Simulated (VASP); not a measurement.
A run of VASP 6.6.1:

File INCAR:

```
SYSTEM = Be3H
PREC = Accurate
ENCUT = 600
EDIFF = 1E-6
ISMEAR = 0
SIGMA = 0.1
LREAL = .FALSE.
LASPH = .TRUE.
NELM = 60
ALGO = Normal
ISIF = 3
LWAVE = .FALSE.
LCHARG = .FALSE.
GGA = PE
IBRION = 2
NSW = 90
EDIFFG = -0.04
```

File KPOINTS:

```
regular mesh
0
G
  6 6 4
  0 0 0
```

POSCAR

```
Be3H
1.0
    4.4580536415      0.0000000000      0.0000000000
   -2.2290268207      3.8607877050      0.0000000000
    0.0000000000      0.0000000000      4.0950075856
Be H
6 2
Direct
    0.0353042579      0.2500000000      0.1583078415
    0.7500000000      0.7853042579      0.1583078415
    0.2146957421      0.9646957421      0.1583078415
    0.7853042579      0.0353042579      0.8416921585
    0.2500000000      0.2146957421      0.8416921585
    0.9646957421      0.7500000000      0.8416921585
    0.3333333333      0.6666666667      0.0475870802
    0.6666666667      0.3333333333      0.9524129198
```

Potentials or basis: VASP PAW PBE potentials, release 64 (Be, H).

Launch:

```sh
$ cat potpaw_PBE.64/Be/POTCAR potpaw_PBE.64/H/POTCAR > POTCAR
$ mpirun -np 1 vasp_std > vasp.out
```

Hardware: 1 thread of Oxide Virtual Turin-like Processor, with other jobs on the host.

Problem. How long does it take, and how much memory?

Solution. Run time: 7.6 min on 1 thread of Oxide Virtual Turin-like Processor (shared host), peak memory 0.18 GiB. Counts: scf iterations 124, k points 30, ion steps 21.
